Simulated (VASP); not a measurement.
A run of VASP 6.6.1:

File INCAR:

```
  PREC = Accurate
  ENCUT = 600
  EDIFF = 1E-6
  ISMEAR = -1
  SIGMA = 0.1
  LREAL = False
  LASPH = True
  NELM = 100
  ALGO = Normal
  ISIF = 3
  LWAVE = False
  LCHARG = False
  GGA = RP
  IBRION = 2
  NSW = 80
  EDIFFG = -0.01
```

The input KPOINTS:

```
regular mesh
0
Gamma
  8 8 8
```

File POSCAR:

```
Cs
1.0
   -3.0225000000      3.0225000000      3.0225000000
    3.0225000000     -3.0225000000      3.0225000000
    3.0225000000      3.0225000000     -3.0225000000
Cs
1
Direct
    0.0000000000      0.0000000000      0.0000000000
```

Potentials or basis: VASP PAW PBE potentials, release 64 (Cs_sv).

Launch:

```bash
$ cat potpaw_PBE.64/Cs_sv/POTCAR > POTCAR
$ mpirun -np 1 vasp_std > vasp.out
```

Hardware: 1 thread of Intel(R) Xeon(R) 6975P-C (Granite Rapids) (shared host).

Question: How long does it take, and how much memory?

Answer: It took 45 s on 1 thread of Intel(R) Xeon(R) 6975P-C (Granite Rapids), on a shared host, peak memory 0.27 GiB. Counts: scf iterations 32, k points 29, ion steps 4.
